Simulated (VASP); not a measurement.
# NaI (Fm-3m) in VASP: notebook, part 2 of 2

VASP 6.6.1. The steps go on from the part before.

### Step 3. Relaxation of cell and atoms, PBE

This run uses another cell than the first one, of 33.34 Å³/atom, 0.960 times its volume.

INCAR reads:

```
SYSTEM = NaI
PREC = Accurate
ENCUT = 600
EDIFF = 1E-6
ISMEAR = 0
SIGMA = 0.02
LREAL = .FALSE.
LASPH = .TRUE.
NELM = 60
ALGO = Normal
ISIF = 3
LWAVE = .FALSE.
LCHARG = .FALSE.
GGA = PE
IBRION = 2
NSW = 100
EDIFFG = -0.01
```

KPOINTS reads:

```
regular mesh
0
G
  6 6 6
  0 0 0
```

POSCAR reads:

```
NaI
1.0
    0.0000000000      3.2186567800      3.2186567800
    3.2186567800      0.0000000000      3.2186567800
    3.2186567800      3.2186567800      0.0000000000
Na I
1 1
Direct
    0.0000000000      0.0000000000      0.0000000000
    0.5000000000      0.5000000000      0.5000000000
```

Potentials or basis: VASP PAW PBE potentials, release 64 (Na_pv, I).

Run with:

```sh
$ cat potpaw_PBE.64/Na_pv/POTCAR potpaw_PBE.64/I/POTCAR > POTCAR
$ mpirun -np 1 vasp_std > vasp.out
```

OUTCAR:

```text
SYSTEM = NaI
   PREC = Accurate
   ENCUT = 600
   EDIFF = 1E-6
   ISMEAR = 0
   LREAL = .FALSE.
   LASPH = .TRUE.
   NELM = 60
   ISIF = 3
   GGA = PE
   IBRION = 2
   NSW = 100
   EDIFFG = -0.01

 ion  position               nearest neighbor table
   1  0.000  0.000  0.000-
   2  0.500  0.500  0.500-

  LATTYP: Found a face centered cubic cell.
 ALAT       =     6.4373135600

  Lattice vectors:

 A1 = (   0.0000000000,   3.2186567800,   3.2186567800)
 A2 = (   3.2186567800,   0.0000000000,   3.2186567800)
 A3 = (   3.2186567800,   3.2186567800,   0.0000000000)

Analysis of symmetry for initial positions (statically):
=====================================================================
 Subroutine PRICEL returns:
 Original cell was already a primitive cell.

 Routine SETGRP: Setting up the symmetry group for a
 face centered cubic supercell.

 Subroutine GETGRP returns: Found 48 space group operations
 (whereof 48 operations were pure point group operations)
 out of a pool of 48 trial point group operations.

The static configuration has the point symmetry O_h .

[... 141 lines left out ...]

--------------------------------------- Ionic step        1  -------------------------------------------

 number of electron      13.9999996 magnetization

 Free energy of the ion-electron system (eV)
  ---------------------------------------------------
  ext. energy  EPLUGINS =         0.00000000
  ---------------------------------------------------
  free energy    TOTEN  =        -5.38092048 eV

  energy without entropy =       -5.38092048  energy(sigma->0) =       -5.38092048

------------------------ aborting loop because EDIFF is reached ----------------------------------------

  FORCE on cell =-STRESS in cart. coord.  units (eV):
  Direction    XX          YY          ZZ          XY          YZ          ZX
  --------------------------------------------------------------------------------------
  -------------------------------------------------------------------------------------
  Total        0.3076219      0.3076219      0.3076219      0.0000000      0.0000000      0.0000000
  in kB        7.3905010      7.3905010      7.3905010      0.0000000      0.0000000      0.0000000
  external PRESSURE =       7.3905010 kB  Pullay stress =       0.0000000 kB
[... 95 lines left out ...]
--------------------------------------- Ionic step        4  -------------------------------------------

 number of electron      13.9999994 magnetization

 Free energy of the ion-electron system (eV)
  ---------------------------------------------------
  ext. energy  EPLUGINS =         0.00000000
  ---------------------------------------------------
  free energy    TOTEN  =        -5.38733939 eV

  energy without entropy =       -5.38733939  energy(sigma->0) =       -5.38733939

 E-fermi :   0.7721     XC(G=0):  -7.5945

 val. band max:        0.6170987904   @ k =   0.0000   0.0000   0.0000
 cond. band min:       4.1874638787   @ k =   0.0000   0.0000   0.0000
 fundamental gap:      3.5703650884
 Fermi energy:         0.7721347824

 k-point     1 :       0.0000    0.0000    0.0000
  band No.  band energies     occupation
      1     -21.8528      2.00000
      2     -21.8528      2.00000
      3     -21.8528      2.00000
      4     -10.3315      2.00000
      5       0.6171      2.00000
      6       0.6171      2.00000
      7       0.6171      2.00000
      8       4.1875      0.00000
      9       8.5458      0.00000
     10       8.5458      0.00000
     11       8.5458      0.00000
[... 237 lines left out ...]
  FREE ENERGIE OF THE ION-ELECTRON SYSTEM (eV)
  ---------------------------------------------------
  free  energy   TOTEN  =        -5.3873393865 eV

  energy  without entropy=       -5.3873393865  energy(sigma->0) =       -5.38733939

 reached required accuracy - stopping structural energy minimisation
```

OSZICAR:

```text
N       E                     dE             d eps       ncg     rms          rms(c)
DAV:   1     0.832203016380E+02    0.83220E+02   -0.72965E+03   352   0.127E+03
DAV:   2     0.186060308602E+01   -0.81360E+02   -0.76595E+02   385   0.252E+02
DAV:   3    -0.522128126481E+01   -0.70819E+01   -0.69903E+01   432   0.718E+01
[... 35 lines left out ...]
DAV:   3    -0.538749035627E+01    0.29957E-02   -0.76741E-03   400   0.927E-01    0.156E-01
DAV:   4    -0.538746244061E+01    0.27916E-04   -0.10402E-04   363   0.110E-01    0.159E-01
DAV:   5    -0.538738997427E+01    0.72466E-04   -0.12015E-05   388   0.373E-02    0.395E-02
DAV:   6    -0.538733974449E+01    0.50230E-04   -0.68593E-05   394   0.111E-01    0.915E-02
DAV:   7    -0.538733938646E+01    0.35803E-06   -0.14269E-06   352   0.932E-03
   4 F= -.53873394E+01 E0= -.53873394E+01  d E =-.641891E-02
```

Run time: 58 s. Hardware: 1 thread of Intel Xeon 6975P-C, shared host; peak memory 0.22 GiB.

What came out:

- Free energy: -5.3873 eV
- Relaxed volume: 34.85 Å³/atom
- Relaxed cell: a = 4.619 Å, b = 4.619 Å, c = 4.619 Å, α = 60.00°, β = 60.00°, γ = 60.00°
- Space group after relaxing (to 0.05 Å): Fm-3m (No. 225)
- Energy gained by relaxing: 3.2 meV/atom
- Ionic steps: 4
- Pressure after relaxing: 0.0 GPa
- Band gap on the k mesh: 3.57 eV, direct

Step by step:
| step | energy change (eV) | largest force (eV/Å) | pressure (GPa) | volume (Å³) |
| --- | --- | --- | --- | --- |
| 1 | 0.0000 | 0.0000 | 0.74 | 66.69 |
| 2 | -0.0049 | 0.0000 | 0.34 | 68.18 |
| 3 | -0.0058 | 0.0000 | -0.20 | 70.65 |
| 4 | -0.0064 | 0.0000 | 0.02 | 69.69 |

Final structure:
```cif
data_structure
_symmetry_space_group_name_H-M 'P 1'
_symmetry_Int_Tables_number 1
_cell_length_a 4.6192
_cell_length_b 4.6192
_cell_length_c 4.6192
_cell_angle_alpha 60.000
_cell_angle_beta 60.000
_cell_angle_gamma 60.000
_cell_volume 69.69
loop_
_atom_site_label
_atom_site_type_symbol
_atom_site_fract_x
_atom_site_fract_y
_atom_site_fract_z
_atom_site_occupancy
Na1 Na 0.00000 0.00000 0.00000 1
I1 I 0.50000 0.50000 0.50000 1
```

Levels at points of the mesh, in eV from the valence-band top:
| k point | band 3 | band 4 | band 5 | band 6 | band 7 | band 8 | band 9 | band 10 | band 11 |
| --- | --- | --- | --- | --- | --- | --- | --- | --- | --- |
| (0.00, 0.00, 0.00) | -22.47 | -10.95 | 0.00 | 0.00 | 0.00 | 3.57 | 7.93 | 7.93 | 7.93 |
| (0.50, 0.00, 0.00) | -22.47 | -10.66 | -2.08 | -0.26 | -0.26 | 5.09 | 7.42 | 7.42 | 8.53 |
| (0.50, 0.50, 0.00) | -22.47 | -10.59 | -1.81 | -0.71 | -0.71 | 4.47 | 5.60 | 9.70 | 11.14 |

Caveat: spin-orbit coupling is left out, which moves the levels of the heavy elements. PBE gaps usually lie below the measured ones, often by a third to a half.
